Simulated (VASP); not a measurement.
Wanted: the native input for a VASP 6.6.1 run.

```
Task                   : single point
Functional             : PBE
Potentials or basis    : VASP PAW PBE potentials, release 64 (Si, Mg)
Cutoff                 : 600 eV
k mesh                 : 4 × 4 × 6
Occupations            : gaussian, width 0.148 eV
Spin                   : no spin polarisation
Dipole correction      : no
Further INCAR settings : ALGO = Normal; EDIFF = 1e-06; NBANDS = 17
```

The structure of MgSi4 lies in POSCAR:

```
MgSi4
1.0
    1.4544680000      3.3708130000      3.1168740000
    1.4544680000     -3.3708130000      3.1168740000
    2.0017620000      0.0000000000     -3.1168740000
Si Mg
4 1
Direct
    0.5427000000      0.8569000000      0.2029000000
    0.1431000000      0.4573000000      0.7971000000
    0.4573000000      0.1431000000      0.7971000000
    0.8569000000      0.5427000000      0.2029000000
    0.0000000000      0.0000000000      0.0000000000
```

One way to write it, as run:

INCAR

```
SYSTEM = MgSi4
ALGO = Normal ; EDIFF = 1E-6
ENCUT = 600 ; GGA = PE
GGA_COMPAT = .False. ; ISIF = 2
ISMEAR = 0 ; LASPH = .True.
LCHARG = .False. ; LREAL = .False.
LWAVE = .False. ; NBANDS = 17
NELM = 120 ; PREC = Accurate
SIGMA = 0.148
```

KPOINTS

```
k-points
0
Gamma
  4 4 6
  0 0 0
```

Potentials or basis: VASP PAW PBE potentials, release 64 (Si, Mg).

Command:

```sh
$ cat potpaw_PBE.64/Si/POTCAR potpaw_PBE.64/Mg/POTCAR > POTCAR
$ mpirun -np 1 vasp_std > vasp.out
```

Results of the run:

| Quantity | Value |
| --- | --- |
| Pressure | 31.0 GPa |
| Largest force | 2.330 eV/Å |
| Band gap on the k mesh | zero (band 9 reaches 10.12 eV, above the bottom of band 10 at 8.57 eV) |

Caveat: forces of over 1 eV/Å act on the atoms, so gaps and moduli don't describe the material at rest.

It took 53 s on 1 thread of Intel(R) Xeon(R) Platinum 8375C CPU @ 2.90GHz (Ice Lake), on a shared host, peak memory 0.23 GiB.
